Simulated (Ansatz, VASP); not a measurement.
## Two plane-wave programs on CsCl3

Contents of INCAR:

```
  PREC = Accurate
  ENCUT = 520
  EDIFF = 1E-6
  ISMEAR = 0
  SIGMA = 0.1
  LREAL = F
  LASPH = T
  NELM = 100
  ALGO = Normal
  ISIF = 2
  LWAVE = F
  LCHARG = F
  GGA = PS
  NBANDS = 23
```

The input KPOINTS:

```
regular mesh
0
Gamma
  14 14 14
```

The input POSCAR:

```
CsCl3
1.0
   -2.0029901317      2.0029901317      7.6021373696
    2.0029901317     -2.0029901317      7.6021373696
    2.0029901317      2.0029901317     -7.6021373696
Cs Cl
1 3
Direct
    0.0000000000      0.0000000000      0.0000000000
    0.7500000000      0.2500000000      0.5000000000
    0.2500000000      0.7500000000      0.5000000000
    0.5000000000      0.5000000000      0.0000000000
```

Input for Ansatz:

```yaml
crystal:
  lattice:
    - [-2.0029901317, 2.0029901317, 7.6021373696]
    - [2.0029901317, -2.0029901317, 7.6021373696]
    - [2.0029901317, 2.0029901317, -7.6021373696]
  atoms:
    - { symbol: Cs, position: [0.0, 0.0, 0.0] }
    - { symbol: Cl, position: [0.75, 0.25, 0.5] }
    - { symbol: Cl, position: [0.25, 0.75, 0.5] }
    - { symbol: Cl, position: [0.5, 0.5, 0.0] }
basis:
  ecutwfc: 420
kpoints:
  mp_grid: { grid: [14, 14, 14] }
hamiltonian:
  xc: pbesol
scf:
  occupations: { method: gaussian, width: 0.1 }
output:
  forces: true
  stress: true
  eigenvalues: true
```

Alike in both runs: task single point; functional PBEsol; k mesh 14 × 14 × 14; occupations gaussian, width 0.1 eV; no spin polarisation.

|  | VASP | Ansatz |
| --- | --- | --- |
| version | VASP 6.6.1 | Ansatz 0.2.0 |
| potentials or method | VASP PAW PBE potentials, release 64 (Cs_sv, Cl), cutoff 520 eV | scalar-relativistic, plane waves, PAW |
| valence electrons in the cell | 30 | 30 |

|  | VASP | Ansatz | Ansatz less VASP |
| --- | --- | --- | --- |
| gap on the k mesh at the Fermi level (eV) | none | none | - |
| pressure (GPa) | 5.3 | 5.2 | -0.16 |
| traceless stress, the component that is largest in VASP (GPa) | -6.58 | -6.35 | +0.222 |

VASP's potentials were made for PBE, not for PBEsol. A gap of «none» marks a metal or a gap that the smearing closes.

Neither program's run includes spin-orbit coupling.
